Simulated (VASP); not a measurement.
BeAg2:

```
Be Ag
1.0
     0.00000    2.83760    2.83760
     2.83760    0.00000    2.83760
     2.83760    2.83760    0.00000
Be Ag
1 2
Direct
  0.00000 0.00000 0.00000
  0.25000 0.25000 0.25000
  0.75000 0.75000 0.75000
```

```yaml
Program: VASP 6.6.1
Task: relaxation of cell and atoms
Functional: PBE
Potentials_or_basis: VASP PAW PBE potentials, release 64 (Be, Ag)
Cutoff: 600 eV
k_mesh: 6 × 6 × 6
Occupations: gaussian, width 0.1 eV
Spin: no spin polarisation
```

At the start: pressure 5.2 GPa; volume 15.23 Å³/atom.

Task: Where does the relaxation end?

Result: Over 3 steps the energy falls by 13.0 meV/atom and the volume is 16.08 Å³/atom (+5.6 %); space group Fm-3m (No. 225, to 0.1 Å) before and after.

Step by step:
```csv
step,energy change (eV),largest force (eV/Å),pressure (GPa),volume (Å³)
1,0.0000,0.0000,5.19,45.70
2,-0.0359,0.0000,-1.36,49.04
3,-0.0391,0.0000,0.04,48.24
```

Final structure:
```
CELL_PARAMETERS angstrom
0.00000 2.88923 2.88923
2.88923 0.00000 2.88923
2.88923 2.88923 0.00000
ATOMIC_POSITIONS crystal
Be 0.00000 0.00000 0.00000
Ag 0.25000 0.25000 0.25000
Ag 0.75000 0.75000 0.75000
```
